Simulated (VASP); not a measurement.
## Ru: relaxation of cell and atoms with PBE

Ru:

```
Ru
1.0
     2.46358    0.00000    0.00000
    -1.23179    2.13352    0.00000
     0.00000    0.00000    2.28748
Ru
1
Direct
  0.00000 0.00000 0.00000
```

This isn't the form of Ru at room conditions, which is hcp.

```json
{"Program": "VASP 6.6.1", "Task": "relaxation of cell and atoms", "Functional": "PBE", "Potentials or basis": "VASP PAW PBE potentials, release 64 (Ru_pv)", "Cutoff": "600 eV", "k mesh": "18 × 18 × 17", "Occupations": "fermi-dirac, width 0.08 eV", "Spin": "no spin polarisation", "Target pressure": "93 GPa", "Dipole correction": "no", "Further INCAR settings": "ALGO = Normal; EDIFF = 1e-06; IBRION = 2; EDIFFG = -0.005; NSW = 32; ISIF = 3"}
```

```
Relaxed volume                                             : 12.04 Å³/atom
Relaxed cell                                               : a = 2.464 Å, b = 2.464 Å, c = 2.290 Å, α = 90.00°, β = 90.00°, γ = 120.00°
Space group after relaxing (to 0.1 Å)                      : P6/mmm (No. 191)
Energy change on relaxing (the run minimises the enthalpy) : -11.0 meV/atom
Ionic steps                                                : 9
Pressure after relaxing                                    : 93.0 GPa
Band gap on the k mesh                                     : zero (bands 7 and 8 overlap by 5.04 eV)
```

Step by step:
```
step  energy change (eV)  largest force (eV/Å)  pressure (GPa)  volume (Å³)
   1              0.0000                0.0000           93.95        12.02
   2             -0.0706                0.0000           87.59        12.15
   3             -0.0110                0.0000           92.98        12.04
   4             -0.0115                0.0000           93.01        12.04
   5             -0.0414                0.0000           90.23        12.10
   6             -0.0122                0.0000           92.83        12.04
   7             -0.0118                0.0000           92.90        12.04
   8             -0.0099                0.0000           93.03        12.04
   9             -0.0110                0.0000           92.99        12.04
```

Final structure:
```yaml
crystal:
  lattice:
    - [2.46417, 0.00000, 0.00000]
    - [-1.23208, 2.13403, 0.00000]
    - [0.00000, 0.00000, 2.28998]
  atoms:
    - { symbol: Ru, position: [0.00000, 0.00000, 0.00000] }
```

Levels at points of the mesh, in eV from the Fermi level:
| k point | band 3 | band 4 | band 5 | band 6 | band 7 | band 8 | band 9 | band 10 | band 11 |
| --- | --- | --- | --- | --- | --- | --- | --- | --- | --- |
| (0.00, 0.00, 0.00) | -42.32 | -8.69 | -7.30 | -3.22 | -3.22 | 2.62 | 2.62 | 10.74 | 14.89 |
| (0.50, 0.00, 0.00) | -42.11 | -7.66 | -5.62 | -0.91 | 0.74 | 1.86 | 2.92 | 10.74 | 11.17 |

Wall time 3 min on 1 thread of Intel Xeon 8259CL, on a shared host, peak memory 0.18 GiB.

Caveat: the cell is relaxed towards a set pressure, so the run minimises the enthalpy, not the energy.
